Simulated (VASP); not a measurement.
# Ag (P6_3/mmc) in VASP: notebook

Runs on Ag. Level: PBEsol. Tasks: single point.

Program: VASP 6.6.1. These are calculated values, not measurements. Logs are shortened: lines on timing, memory, paths and dates and some standing lists are left out, and cuts for length are marked.

## (1) The cell of the first run

It takes space group P6_3/mmc (No. 194, hexagonal). The conventional cell has a = 2.696 Å, b = 2.696 Å, c = 5.173 Å, α = 90.00°, β = 90.00°, γ = 120.00°. Ag (site symmetry -6m2) has 12 Ag at 2.70 to 3.02 Å within 3.6 Å.

This isn't the form of Ag at room conditions, which is fcc.

## (2) Single point, PBEsol (strain -0.080 along x and y, +0.080 along z)

INCAR reads:

```
SYSTEM = Ag
PREC = Accurate
ENCUT = 520
EDIFF = 1E-6
ISMEAR = 0
SIGMA = 0.15
LREAL = .FALSE.
LASPH = .TRUE.
NELM = 80
ALGO = Normal
ISIF = 2
LWAVE = .FALSE.
LCHARG = .TRUE.
GGA = PS
LELF = .TRUE.
LVHAR = .TRUE.
NBANDS = 18
```

KPOINTS reads:

```
regular mesh
0
G
  18 18 10
  0 0 0
```

POSCAR reads:

```
Ag
1.0
    2.6955982340      0.0000000000      0.0000000000
   -1.3477991170      2.3344565490      0.0000000000
    0.0000000000      0.0000000000      5.1732000000
Ag
2
Direct
    0.3333333333      0.6666666667      0.2500000000
    0.6666666667      0.3333333333      0.7500000000
```

Potentials or basis: VASP PAW PBE potentials, release 64 (Ag).

On the command line:

```
cat potpaw_PBE.64/Ag/POTCAR > POTCAR
mpirun -np 1 vasp_std > vasp.out
```

OUTCAR:

```text
SYSTEM = Ag
   PREC = Accurate
   ENCUT = 520
   EDIFF = 1E-6
   ISMEAR = 0
   LREAL = .FALSE.
   LASPH = .TRUE.
   NELM = 80
   ISIF = 2
   GGA = PS

 ion  position               nearest neighbor table
   1  0.333  0.667  0.250-   2 3.02   2 3.02   2 3.02   2 3.02   2 3.02   2 3.02
   2  0.667  0.333  0.750-   1 3.02   1 3.02   1 3.02   1 3.02   1 3.02   1 3.02

  LATTYP: Found a hexagonal cell.
 ALAT       =     2.6955982340
 C/A-ratio  =     1.9191287243

  Lattice vectors:

 A1 = (   2.6955982340,   0.0000000000,   0.0000000000)
 A2 = (  -1.3477991170,   2.3344565490,   0.0000000000)
 A3 = (   0.0000000000,   0.0000000000,   5.1732000000)

Analysis of symmetry for initial positions (statically):
=====================================================================
 Subroutine PRICEL returns:
 Original cell was already a primitive cell.

 Routine SETGRP: Setting up the symmetry group for a
 hexagonal supercell.

 Subroutine GETGRP returns: Found 24 space group operations
 (whereof 12 operations were pure point group operations)
 out of a pool of 24 trial point group operations.

The static configuration has the point symmetry D_3d.
 The point group associated with its full space group is D_6h.

Analysis of symmetry for dynamics (positions and initial velocities):
=====================================================================
 Subroutine PRICEL returns:
 Original cell was already a primitive cell.

 Routine SETGRP: Setting up the symmetry group for a
 hexagonal supercell.

 Subroutine GETGRP returns: Found 24 space group operations
 (whereof 12 operations were pure point group operations)
 out of a pool of 24 trial point group operations.

The dynamic configuration has the point symmetry D_3d.
 The point group associated with its full space group is D_6h.

 Subroutine INISYM returns: Found 24 space group operations
 (whereof 12 operations are pure point group operations),
 and found     1 'primitive' translations

----------------------------------------------------------------------------------------

                                     Primitive cell

  volume of cell :      32.5537

  direct lattice vectors                    reciprocal lattice vectors
     2.695598234  0.000000000  0.000000000     0.370975165  0.214182611  0.000000000
    -1.347799117  2.334456549  0.000000000     0.000000000  0.428365223  0.000000000
     0.000000000  0.000000000  5.173200000     0.000000000  0.000000000  0.193303951

  length of vectors
[... 77 lines left out ...]
   LNONCOLLINEAR =      F non collinear calculations
   LSORBIT =      F    spin-orbit coupling
   LASPH  =      T    aspherical Exc in radial PAW
   ENCUT  =  520.0 eV  38.22 Ry    6.18 a.u.   5.01  5.01  9.62*2*pi/ulx,y,z
   NELM   =     80;   NELMIN=  2; NELMDL= -5     # of ELM steps
   EDIFF  = 0.1E-05   stopping-criterion for ELM
   LREAL  =      F    real-space projection
   EDIFFG = 0.1E-04   stopping-criterion for IOM
   NSW    =      0    number of steps for IOM
   IBRION =     -1    ionic relax: 0-MD 1-quasi-New 2-CG
   NFREE  =      0    steps in history (QN), initial steepest desc. (CG)
   ISIF   =      2    stress and relaxation
   ISYM   =      2    0-nonsym 1-usesym 2-fastsym
   POTIM  = 0.5000    time-step for ionic-motion
   TEBEG  =    0.0;   TEEND  =   0.0 temperature during run
   PSTRESS=    0.0 pullay stress
   NELECT =      22.0000    total number of electrons
   NUPDOWN=      -1.0000    fix difference up-down
   EMIN   =  10.00;   EMAX   =-10.00  energy-range for DOS
   EFERMI =   0.00;   METHOD = LEGACY
   ISMEAR =     0;   SIGMA  =   0.15  broadening in eV -4-tet -1-fermi 0-gaus
   EFERMI_NEDOS =   21; number of points for ismear=-14 and -15
   IALGO  =     38    algorithm
   IMIX   =      4    mixing-type and parameters
     AMIX     =   0.40;   BMIX     =  1.00
     AMIX_MAG =   1.60;   BMIX_MAG =  1.00
  volume/ion in A,a.u.               =      16.28       109.84
  Fermi-wavevector in a.u.,A,eV,Ry     =   1.436643  2.714862 28.081666  2.063944
  Thomas-Fermi vector in A             =   2.555809
   LORBIT       =      0    0 simple, 1 ext, 2 COOP (PROOUT), +10 PAW based schemes
   GGA     = PS    functional components
   LHFCALC =     F    Hartree Fock is set to
   AEXX    =    0.0000 exact exchange contribution
   IVDW    =     0    specifies the selected vdW correction
   LEPSILON=     F    determine dielectric tensor
   LRPA    =     F    only Hartree local field effects (RPA)
 non-spin polarized calculation
 Gauss-broadening in eV      SIGMA  =   0.15
  energy-cutoff  :      520.00
  volume of cell :       32.55
 maximum number of plane-waves:       900
 NGX is ok and might be reduce to    20
   NGX =  9   NGY =  9   NGZ = 19

 number of electron      22.0000000 magnetization

 Free energy of the ion-electron system (eV)
  ---------------------------------------------------
  ext. energy  EPLUGINS =         0.00000000
  ---------------------------------------------------
  free energy    TOTEN  =        -6.37645785 eV

  energy without entropy =       -6.37123430  energy(sigma->0) =       -6.37384608

 E-fermi :   9.0372     XC(G=0): -12.6693

 val. band max:        8.9493166629   @ k =   0.3333   0.0000   0.3000
 cond. band min:       9.0953079997   @ k =   0.3333   0.1667   0.0000
 fundamental gap:      0.1459913368
 Fermi energy:         9.0372127011

 k-point     1 :       0.0000    0.0000    0.0000
  band No.  band energies     occupation
      1       0.6920      2.00000
      2       1.8799      2.00000
      3       3.2414      2.00000
      4       3.9278      2.00000
      5       3.9278      2.00000
      6       4.0568      2.00000
[... 481 lines left out ...]
      5       4.3733      2.00000
      6       4.4097      2.00000
[... 10 lines left out ...]
     17      20.0949      0.00000
     18      24.6769      0.00000

 [... further k-points ...]
[... 5 lines left out ...]
  --------------------------------------------------------------------------------------
  -------------------------------------------------------------------------------------
  Total        2.9410237      2.9410237     -1.4694925      0.0000000     -0.0000000      0.0000000
  in kB      144.7467682    144.7467682    -72.3232165      0.0000000     -0.0000000      0.0000000
  external PRESSURE =      72.3901066 kB  Pullay stress =       0.0000000 kB

 VOLUME and BASIS-vectors are now :
 -----------------------------------------------------------------------------
  energy-cutoff  :      520.00
  volume of cell :       32.55
      direct lattice vectors                 reciprocal lattice vectors
     2.695598234  0.000000000  0.000000000     0.370975165  0.214182611  0.000000000
    -1.347799117  2.334456549  0.000000000     0.000000000  0.428365223  0.000000000
     0.000000000  0.000000000  5.173200000     0.000000000  0.000000000  0.193303951

 POSITION                                       TOTAL-FORCE (eV/Angst)
 -----------------------------------------------------------------------------------
     -0.00000      1.55630      1.29330         0.000000     -0.000000      0.000000
      1.34780      0.77815      3.87990        -0.000000      0.000000      0.000000
 -----------------------------------------------------------------------------------
    total drift:                                0.000000     -0.000000      0.000000

  FREE ENERGIE OF THE ION-ELECTRON SYSTEM (eV)
  ---------------------------------------------------
  free  energy   TOTEN  =        -6.3764578488 eV

  energy  without entropy=       -6.3712343040  energy(sigma->0) =       -6.37384608
```

OSZICAR:

```text
N       E                     dE             d eps       ncg     rms          rms(c)
DAV:   1     0.127735816614E+03    0.12774E+03   -0.11899E+04  7992   0.123E+03
DAV:   2    -0.492307498791E+01   -0.13266E+03   -0.12625E+03  8342   0.274E+02
DAV:   3    -0.709442534065E+01   -0.21714E+01   -0.21643E+01  9236   0.393E+01
DAV:   4    -0.710108748091E+01   -0.66621E-02   -0.66616E-02  8662   0.213E+00
DAV:   5    -0.710114022862E+01   -0.52748E-04   -0.52747E-04  8792   0.202E-01    0.937E+00
DAV:   6    -0.641113145420E+01    0.69001E+00   -0.16286E+00  8386   0.138E+01    0.556E+00
DAV:   7    -0.638502684369E+01    0.26105E-01   -0.23961E-02  8572   0.151E+00    0.295E+00
DAV:   8    -0.637642915605E+01    0.85977E-02   -0.16205E-03  8400   0.329E-01    0.168E-01
DAV:   9    -0.637644959868E+01   -0.20443E-04   -0.17737E-05  8864   0.338E-02    0.191E-02
DAV:  10    -0.637645811700E+01   -0.85183E-05   -0.36974E-06  8726   0.180E-02    0.102E-02
DAV:  11    -0.637645784879E+01    0.26821E-06   -0.78365E-08  4346   0.240E-03
   1 F= -.63764578E+01 E0= -.63738461E+01  d E =-.522354E-02
```

stdout:

```text
POSCAR found type information on POSCAR Ag
 POSCAR found :  1 types and       2 ions
 scaLAPACK will be used
 -----------------------------------------------------------------------------
|                                                                             |
|                                                                             |
|     You enforced a specific xc type in the INCAR file but a different       |
|     I HOPE YOU KNOW WHAT YOU ARE DOING!                                     |
|                                                                             |
 -----------------------------------------------------------------------------

 LDA part: xc-table for (Slater+PW92), standard interpolation
 POSCAR, INCAR and KPOINTS ok, starting setup
 FFT: planning ... GRIDC
 FFT: planning ... GRID_SOFT
 FFT: planning ... GRID
 WAVECAR not read
 entering main loop
```

Run time: 50 s. Hardware: 1 thread of Intel Xeon Platinum 8488C (Sapphire Rapids), shared host; peak memory 0.22 GiB.

Results:

| Quantity | Value |
| --- | --- |
| Free energy | -6.3765 eV |
| Pressure | 7.2 GPa |
| Band gap on the k mesh | zero (bands 11 and 12 overlap by 8.40 eV) |

Levels at points of the mesh, in eV from the Fermi level:
| k point | band 7 | band 8 | band 9 | band 10 | band 11 | band 12 | band 13 | band 14 | band 15 | band 16 |
| --- | --- | --- | --- | --- | --- | --- | --- | --- | --- | --- |
| (0.00, 0.00, 0.00) | -4.98 | -3.79 | -3.79 | -3.23 | -3.23 | -1.76 | 1.60 | 14.00 | 16.83 | 18.37 |
| (0.50, 0.00, 0.00) | -3.81 | -3.32 | -2.67 | -2.62 | 0.36 | 2.08 | 6.38 | 6.57 | 9.00 | 9.82 |
| (0.00, 0.00, 0.50) | -5.08 | -5.08 | -3.47 | -3.47 | -3.47 | -3.47 | 7.98 | 7.98 | 17.19 | 17.19 |
| (0.50, 0.00, 0.50) | -3.42 | -3.42 | -2.64 | -2.64 | 0.75 | 0.75 | 5.27 | 5.27 | 12.16 | 12.16 |

Caveat: the cell differs from its parent crystal (strain -0.080 along x and y, +0.080 along z); the cell stands under pressure; the PAW data sets were made with another functional, which shifts forces and pressure a little.

(Part 1 of 2 ends here.)
